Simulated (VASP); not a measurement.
# KCl (I4/mmm) in VASP: electric field gradients with LDA

Aim: the electric field gradients of KCl with LDA.

Everything below comes from runs of VASP 6.6.1. Logs are shortened: lines on timing, memory, paths and dates and some standing lists are left out, and cuts for length are marked.

## (1) The cell of the first run

The structure is tetragonal, space group I4/mmm (No. 139). The conventional cell has a = 4.597 Å, b = 4.597 Å, c = 6.312 Å, α = 90.00°, β = 90.00°, γ = 90.00°. K (site symmetry 4/mmm) has 6 Cl at 3.16 to 3.25 Å within 4.2 Å. Cl (site symmetry 4/mmm) has 6 K at 3.16 to 3.25 Å within 4.2 Å.

## (2) Electric field gradients, LDA (equal xx and yy strain of +3 %)

Contents of INCAR:

```
SYSTEM = KCl
PREC = Accurate
ENCUT = 520
EDIFF = 1E-8
ISMEAR = -1
SIGMA = 0.03
LREAL = .FALSE.
LASPH = .TRUE.
NELM = 100
ALGO = Normal
ISIF = 2
LWAVE = .FALSE.
LCHARG = .FALSE.
GGA = CA
LEFG = .TRUE.
NBANDS = 15
```

Contents of KPOINTS:

```
regular mesh
0
G
  7 7 7
  0 0 0
```

Contents of POSCAR:

```
KCl
1.0
    0.0000000000      3.2507830000      3.1561000000
    3.2507830000      0.0000000000      3.1561000000
    3.2507830000      3.2507830000      0.0000000000
K Cl
1 1
Direct
    0.0000000000      0.0000000000      0.0000000000
    0.5000000000      0.5000000000      0.5000000000
```

Potentials or basis: VASP PAW LDA potentials, release 64 (K_sv, Cl).

The run is started by

```console
$ cat potpaw_LDA.64/K_sv/POTCAR potpaw_LDA.64/Cl/POTCAR > POTCAR
$ mpirun -np 1 vasp_std > vasp.out
```

OUTCAR:

```text
SYSTEM = KCl
   PREC = Accurate
   ENCUT = 520
   EDIFF = 1E-8
   ISMEAR = -1
   LREAL = .FALSE.
   LASPH = .TRUE.
   NELM = 100
   ISIF = 2
   GGA = CA

 ion  position               nearest neighbor table
   1  0.000  0.000  0.000-   2 3.16   2 3.16
   2  0.500  0.500  0.500-   1 3.16   1 3.16

  LATTYP: Found a body centered tetragonal cell.
 ALAT       =     4.5973014069
 C/A-ratio  =     1.3730228761

  Lattice vectors:

 A1 = (   0.0000000000,  -3.2507830000,  -3.1561000000)
 A2 = (   0.0000000000,   3.2507830000,  -3.1561000000)
 A3 = (   3.2507830000,   0.0000000000,   3.1561000000)

Analysis of symmetry for initial positions (statically):
=====================================================================
 Subroutine PRICEL returns:
 Original cell was already a primitive cell.

 Routine SETGRP: Setting up the symmetry group for a
 body centered tetragonal supercell.

 Subroutine GETGRP returns: Found 16 space group operations
 (whereof 16 operations were pure point group operations)
 out of a pool of 16 trial point group operations.

The static configuration has the point symmetry D_4h.

Analysis of symmetry for dynamics (positions and initial velocities):
=====================================================================
 Subroutine PRICEL returns:
 Original cell was already a primitive cell.

 Routine SETGRP: Setting up the symmetry group for a
 body centered tetragonal supercell.

 Subroutine GETGRP returns: Found 16 space group operations
 (whereof 16 operations were pure point group operations)
 out of a pool of 16 trial point group operations.

The dynamic configuration has the point symmetry D_4h.

 Subroutine INISYM returns: Found 16 space group operations
 (whereof 16 operations are pure point group operations),
 and found     1 'primitive' translations

----------------------------------------------------------------------------------------

                                     Primitive cell

  volume of cell :      66.7047

  direct lattice vectors                    reciprocal lattice vectors
     0.000000000  3.250783000  3.156100000    -0.153809098  0.153809098  0.158423371
     3.250783000  0.000000000  3.156100000     0.153809098 -0.153809098  0.158423371
     3.250783000  3.250783000  0.000000000     0.153809098  0.153809098 -0.158423371

  length of vectors
     4.530845100  4.530845100  4.597301407     0.269095599  0.269095599  0.269095599

  position of ions in fractional coordinates (direct lattice)
     0.000000000  0.000000000  0.000000000
     0.500000000  0.500000000  0.500000000

  ion indices of the primitive-cell ions
   primitive index   ion index
                 1           1
                 2           2

----------------------------------------------------------------------------------------

 KPOINTS: regular mesh

Automatic generation of k-mesh.
 Grid dimensions read from file:
 generate k-points for:    7    7    7

 Generating k-lattice:

  Cartesian coordinates                     Fractional coordinates (reciprocal lattice)
    -0.021972728  0.021972728  0.022631910     0.142857143 -0.000000000  0.000000000
     0.021972728 -0.021972728  0.022631910    -0.000000000  0.142857143  0.000000000
     0.021972728  0.021972728 -0.022631910     0.000000000  0.000000000  0.142857143

  Length of vectors
     0.038442228  0.038442228  0.038442228

  Shift w.r.t. Gamma in fractional coordinates (k-lattice)
     0.000000000  0.000000000  0.000000000

 Subroutine IBZKPT returns following result:
 ===========================================

 Found     40 irreducible k-points:

 Following reciprocal coordinates:
            Coordinates               Weight
  0.000000  0.000000  0.000000      1.000000
  0.142857  0.000000  0.000000      8.000000
  0.285714  0.000000  0.000000      8.000000
  0.428571  0.000000  0.000000      8.000000
  0.142857  0.142857  0.000000      2.000000
  0.285714  0.142857  0.000000      8.000000
[... 16 lines left out ...]
  0.428571  0.285714  0.142857      8.000000
 -0.428571  0.285714  0.142857     16.000000
 [... further k-points ...]
   k-points           NKPTS =     40   k-points in BZ     NKDIM =     40   number of bands    NBANDS=     15
   number of dos      NEDOS =    301   number of ions     NIONS =      2
   total plane-waves  NPLWV =  46656
   dimension x,y,z NGX =    36 NGY =   36 NGZ =   36
   dimension x,y,z NGXF=    72 NGYF=   72 NGZF=   72
   ions per type =               1   1
   NGX,Y,Z   is equivalent  to a cutoff of  13.21, 13.21, 13.02 a.u.
   NGXF,Y,Z  is equivalent  to a cutoff of  26.42, 26.42, 26.04 a.u.
 SYSTEM =  KCl
   PREC   = accura    normal or accurate (medium, high low for compatibility)
   ISTART =      0    job   : 0-new  1-cont  2-samecut
   ICHARG =      2    charge: 1-file 2-atom 10-const
   ISPIN  =      1    spin polarized calculation?
   LNONCOLLINEAR =      F non collinear calculations
   LSORBIT =      F    spin-orbit coupling
   LASPH  =      T    aspherical Exc in radial PAW
   ENCUT  =  520.0 eV  38.22 Ry    6.18 a.u.   8.42  8.42  8.55*2*pi/ulx,y,z
   NELM   =    100;   NELMIN=  2; NELMDL= -5     # of ELM steps
   EDIFF  = 0.1E-07   stopping-criterion for ELM
   LREAL  =      F    real-space projection
   EDIFFG = 0.1E-06   stopping-criterion for IOM
   NSW    =      0    number of steps for IOM
   IBRION =     -1    ionic relax: 0-MD 1-quasi-New 2-CG
   NFREE  =      0    steps in history (QN), initial steepest desc. (CG)
   ISIF   =      2    stress and relaxation
   ISYM   =      2    0-nonsym 1-usesym 2-fastsym
   POTIM  = 0.5000    time-step for ionic-motion
   TEBEG  =    0.0;   TEEND  =   0.0 temperature during run
   PSTRESS=    0.0 pullay stress
   NELECT =      16.0000    total number of electrons
   NUPDOWN=      -1.0000    fix difference up-down
   EMIN   =  10.00;   EMAX   =-10.00  energy-range for DOS
   EFERMI =   0.00;   METHOD = LEGACY
   ISMEAR =    -1;   SIGMA  =   0.03  broadening in eV -4-tet -1-fermi 0-gaus
   EFERMI_NEDOS =   21; number of points for ismear=-14 and -15
   IALGO  =     38    algorithm
   IMIX   =      4    mixing-type and parameters
     AMIX     =   0.40;   BMIX     =  1.00
     AMIX_MAG =   1.60;   BMIX_MAG =  1.00
  volume/ion in A,a.u.               =      33.35       225.07
  Fermi-wavevector in a.u.,A,eV,Ry     =   1.017176  1.922183 14.077215  1.034646
  Thomas-Fermi vector in A             =   2.150561
   LORBIT       =      0    0 simple, 1 ext, 2 COOP (PROOUT), +10 PAW based schemes
   GGA     = CA    functional components
   LHFCALC =     F    Hartree Fock is set to
   AEXX    =    0.0000 exact exchange contribution
   IVDW    =     0    specifies the selected vdW correction
   LEPSILON=     F    determine dielectric tensor
   LRPA    =     F    only Hartree local field effects (RPA)
 non-spin polarized calculation
  energy-cutoff  :      520.00
  volume of cell :       66.70
 maximum number of plane-waves:      1822
 NGX is ok and might be reduce to    36
   NGX = 17   NGY = 17   NGZ = 17

 number of electron      16.0000000 magnetization

 Free energy of the ion-electron system (eV)
  ---------------------------------------------------
  ext. energy  EPLUGINS =         0.00000000
  ---------------------------------------------------
  free energy    TOTEN  =        -7.30424408 eV

  energy without entropy =       -7.30424408  energy(sigma->0) =       -7.30424408

 E-fermi :  -1.6906     XC(G=0):  -7.8299

 val. band max:       -2.3353996477   @ k =   0.0000   0.0000   0.0000
 cond. band min:       2.1895574252   @ k =   0.0000   0.0000   0.0000
 fundamental gap:      4.5249570729
 Fermi energy:        -1.6906155076

 k-point     1 :       0.0000    0.0000    0.0000
  band No.  band energies     occupation
      1     -29.3382      2.00000
      2     -14.2963      2.00000
      3     -13.0343      2.00000
      4     -13.0343      2.00000
      5     -13.0340      2.00000
      6      -2.3465      2.00000
      7      -2.3465      2.00000
      8      -2.3354      2.00000
      9       2.1896      0.00000
     10       5.6459      0.00000
     11       5.6459      0.00000
     12       5.8255      0.00000
     13       6.5215      0.00000
     14       6.6726      0.00000
[... 401 lines left out ...]
      2     -14.3695      2.00000
      3     -13.0895      2.00000
      4     -13.0620      2.00000
      5     -12.9169      2.00000
      6      -3.1061      2.00000
      7      -2.7243      2.00000
      8      -2.6466      2.00000
      9       4.9247      0.00000
     10       5.2621      0.00000
     11       6.9472      0.00000
     12       7.4920      0.00000
     13       8.0862      0.00000
     14       8.5011      0.00000
     15       9.0781      0.00000

 [... further k-points ...]

------------------------ aborting loop because EDIFF is reached ----------------------------------------

  FORCE on cell =-STRESS in cart. coord.  units (eV):
  Direction    XX          YY          ZZ          XY          YZ          ZX
  --------------------------------------------------------------------------------------
  -------------------------------------------------------------------------------------
  Total       -1.1902877     -1.1902877     -0.9500272      0.0000000     -0.0000000     -0.0000000
  in kB      -28.5894506    -28.5894506    -22.8186483      0.0000000     -0.0000000     -0.0000000
  external PRESSURE =     -26.6658499 kB  Pullay stress =       0.0000000 kB

 VOLUME and BASIS-vectors are now :
 -----------------------------------------------------------------------------
  energy-cutoff  :      520.00
  volume of cell :       66.70
      direct lattice vectors                 reciprocal lattice vectors
     0.000000000  3.250783000  3.156100000    -0.153809098  0.153809098  0.158423371
     3.250783000  0.000000000  3.156100000     0.153809098 -0.153809098  0.158423371
     3.250783000  3.250783000  0.000000000     0.153809098  0.153809098 -0.158423371

 POSITION                                       TOTAL-FORCE (eV/Angst)
 -----------------------------------------------------------------------------------
      0.00000      0.00000      0.00000         0.000000      0.000000      0.000000
      3.25078      3.25078      3.15610        -0.000000     -0.000000      0.000000
 -----------------------------------------------------------------------------------
    total drift:                                0.000000      0.000000      0.000000

  FREE ENERGIE OF THE ION-ELECTRON SYSTEM (eV)
  ---------------------------------------------------
  free  energy   TOTEN  =        -7.3042440849 eV

  energy  without entropy=       -7.3042440849  energy(sigma->0) =       -7.30424408

 Electric field gradients (V/A^2)
---------------------------------------------------------------------
 ion       V_xx      V_yy      V_zz      V_xy      V_xz      V_yz
---------------------------------------------------------------------
   1       2.569     2.569    -5.138    -0.000    -0.000    -0.000
   2       1.187     1.187    -2.374     0.000     0.000     0.000
---------------------------------------------------------------------

 Electric field gradients after diagonalization (V/A^2)
 (convention: |V_zz| > |V_xx| > |V_yy|)
----------------------------------------------------------------------
 ion       V_xx      V_yy      V_zz     asymmetry (V_yy - V_xx)/ V_zz
----------------------------------------------------------------------
   1       2.569     2.569    -5.138       0.000
   2       1.187     1.186    -2.374       0.000
----------------------------------------------------------------------

           NMR quadrupolar parameters

 Cq : quadrupolar parameter    Cq=e*Q*V_zz/h
 eta: asymmetry parameters     (V_yy - V_xx)/ V_zz
 Q  : nuclear electric quadrupole moment in mb (millibarn)
----------------------------------------------------------------------
 ion       Cq(MHz)       eta       Q (mb)
----------------------------------------------------------------------
   1      -0.012       0.000       1.000
   2      -0.006       0.000       1.000
----------------------------------------------------------------------
```

Run time: 39 s. Hardware: 1 thread of AMD EPYC 7R13 (Zen 3), shared host; peak memory 0.16 GiB.

Results:

* Free energy: -7.3042 eV
* Pressure: -2.7 GPa
* Band gap on the k mesh: 4.53 eV, direct

Electric field gradients, principal values (V/Å²):
| atom | least | middle | greatest (by size) |
| --- | --- | --- | --- |
| 1 K | 2.569 | 2.569 | -5.138 |
| 2 Cl | 1.186 | 1.187 | -2.374 |

Caveat: the cell differs from its parent crystal (equal xx and yy strain of +3 %); without QUAD_EFG the Cq values of the log hold for a quadrupole moment of 1 mb, not for the nuclei. A k mesh can miss the band edges.
